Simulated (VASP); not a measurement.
A run of VASP 6.6.1:

File INCAR:

```
PREC = Accurate
ENCUT = 520
EDIFF = 1E-7
ISMEAR = -1
SIGMA = 0.02
LREAL = F
LASPH = T
NELM = 60
ALGO = Normal
ISIF = 2
LWAVE = F
LCHARG = T
GGA = PE
LELF = T
LVHAR = T
NBANDS = 10
```

KPOINTS

```
regular mesh
0
Gamma
  6 6 6
```

The input POSCAR:

```
K
1.0
   -2.6469237270      2.6469237270      2.6469237270
    2.6469237270     -2.6469237270      2.6469237270
    2.6469237270      2.6469237270     -2.6469237270
K
1
Direct
    0.0000000000      0.0000000000      0.0000000000
```

Potentials or basis: VASP PAW PBE potentials, release 64 (K_sv).

Run with:

```bash
$ cat potpaw_PBE.64/K_sv/POTCAR > POTCAR
$ mpirun -np 1 vasp_std > vasp.out
```

Hardware: 1 thread of AMD EPYC 9R45 (Zen 5), on a shared host.

**Question.** Estimate the wall time of this run.

**Answer.** Wall time 6.2 s on 1 thread of AMD EPYC 9R45 (Zen 5), on a shared host, peak memory 0.16 GiB. Counts: scf iterations 11, k points 16.
